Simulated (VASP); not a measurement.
Wanted: the native input for a VASP 6.6.1 run.

```
Task                   : relaxation of cell and atoms
Functional             : PBE
Potentials or basis    : VASP PAW PBE potentials, release 64 (Cu)
Cutoff                 : 600 eV
k mesh                 : 8 × 8 × 6
Occupations            : gaussian, width 0.1 eV
Spin                   : no spin polarisation
Dipole correction      : no
Further INCAR settings : ALGO = Normal; EDIFF = 1e-06; IBRION = 2; EDIFFG = -0.04; NSW = 90; ISIF = 3
```

The structure of Cu lies in POSCAR:

```
Cu
1.0
    1.1885236452     -3.4602967876      0.0000000000
    1.1885236452      3.4602967876      0.0000000000
   -0.1009342749      0.0000000000      2.8616779043
Cu
2
Direct
    0.8690000000      0.1310000000      0.2500000000
    0.1310000000      0.8690000000      0.7500000000
```

The input as run:

INCAR

```
PREC = Accurate
ENCUT = 600
EDIFF = 1E-6
ISMEAR = 0
SIGMA = 0.1
LREAL = F
LASPH = T
NELM = 80
ALGO = Normal
ISIF = 3
LWAVE = F
LCHARG = F
GGA = PE
IBRION = 2
NSW = 90
EDIFFG = -0.04
```

KPOINTS

```
regular mesh
0
Gamma
  8 8 6
```

Potentials or basis: VASP PAW PBE potentials, release 64 (Cu).

Command:

```console
$ cat potpaw_PBE.64/Cu/POTCAR > POTCAR
$ mpirun -np 1 vasp_std > vasp.out
```

Results of the run:

* Relaxed volume: 12.58 Å³/atom
* Relaxed cell: a = 4.240 Å, b = 4.240 Å, c = 2.515 Å, α = 90.51°, β = 90.51°, γ = 146.15°
* Space group after relaxing (to 0.1 Å): C2/c (No. 15)
* Energy gained by relaxing: 139.5 meV/atom
* Ionic steps: 16
* Pressure after relaxing: 0.1 GPa
* Largest force after relaxing: 0.017 eV/Å
* Band gap on the k mesh: zero (bands 11 and 12 overlap by 4.98 eV)

Caveat: the k points lie up to 0.42 Å⁻¹ apart in the final cell, too coarse for converged energies and pressures of a metal; a cell axis changed by over 15 % at a fixed basis, so the end point is rough.

It took 12 min on 1 thread of Intel Xeon 8259CL, on a shared host, peak memory 0.2 GiB.
